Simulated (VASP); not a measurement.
A run of VASP 6.6.1:

File INCAR:

```
PREC     = Accurate       # precision mode
ENCUT    = 520            # plane-wave cutoff, eV
EDIFF    = 1E-6           # SCF threshold, eV
ISMEAR   = 0              # smearing method
SIGMA    = 0.05           # smearing width, eV
LREAL    = F              # projectors in reciprocal space
LASPH    = T              # aspherical terms in the spheres
NELM     = 80             # most SCF steps
ALGO     = Normal         # electronic algorithm
ISIF     = 2              # what is computed and relaxed
LWAVE    = F              # write WAVECAR
LCHARG   = F              # write CHGCAR
GGA      = PE             # functional
NBANDS   = 17             # bands
```

Contents of KPOINTS:

```
Automatic mesh
0
Gamma
  12 12 12
```

File POSCAR:

```
PbS
1.0
    2.1126617100      1.2197458000      3.4519162500
   -2.1126617100      1.2197458000      3.4519162500
    0.0000000000     -2.4394916100      3.4519162500
Pb S
1 1
Direct
    0.9805657800      0.9805657800      0.9805657800
    0.4750355500      0.4750355500      0.4750355500
```

Potentials or basis: VASP PAW PBE potentials, release 64 (Pb_d, S).

Run with:

```console
$ cat potpaw_PBE.64/Pb_d/POTCAR potpaw_PBE.64/S/POTCAR > POTCAR
$ mpirun -np 1 vasp_std > vasp.out
```

Hardware: 1 thread of AMD EPYC 7R13 Processor (Zen 3) (shared host).

Q: Estimate the wall time of this run.

A: Run time: 83 s on 1 thread of AMD EPYC 7R13 Processor (Zen 3) (shared host), peak memory 0.27 GiB. Counts: scf iterations 12, k points 189.
